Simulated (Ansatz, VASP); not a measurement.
# N in VASP and in Ansatz

```
N
1.0
     3.96097    0.00000    0.00000
     0.00000    3.96097    0.00000
     0.00000    0.00000    5.13318
N
4
Direct
  0.90241 0.90241 0.00000
  0.59759 0.40241 0.50000
  0.09759 0.09759 0.00000
  0.40241 0.59759 0.50000
```

Alike in both runs: task single point; functional r2SCAN; k mesh 6 × 6 × 6; no spin polarisation.

|  | VASP | Ansatz |
| --- | --- | --- |
| version | VASP 6.6.1 | Ansatz 0.2.0 |
| potentials or method | VASP PAW PBE potentials, release 64 (N) | plane waves, PAW |
| plane-wave cutoff (eV) | 520 | 500 |
| occupations | gaussian, width 0.01 eV | fixed |
| valence electrons in the cell | 20 | 20 |

Ansatz gave:

```
gap on the k mesh at the Fermi level (eV)                     : 7.49
pressure (GPa)                                                : 0.3
traceless stress, the component that is largest in VASP (GPa) : 0.09
rms of the force components (eV/Å)                            : 0.038
```

Problem. Which values does VASP return?

Solution. gap on the k mesh at the Fermi level (eV): 7.46; pressure (GPa): 3.3; traceless stress, the component that is largest in VASP (GPa): -3.22; rms of the force components (eV/Å): 1.293.

VASP's potentials were made for PBE, not for r2SCAN. Atom by atom the forces differ by 1.331 eV/Å (rms over components).

Noted on VASP's run: the standard files for N, O and F lose accuracy on very short bonds.
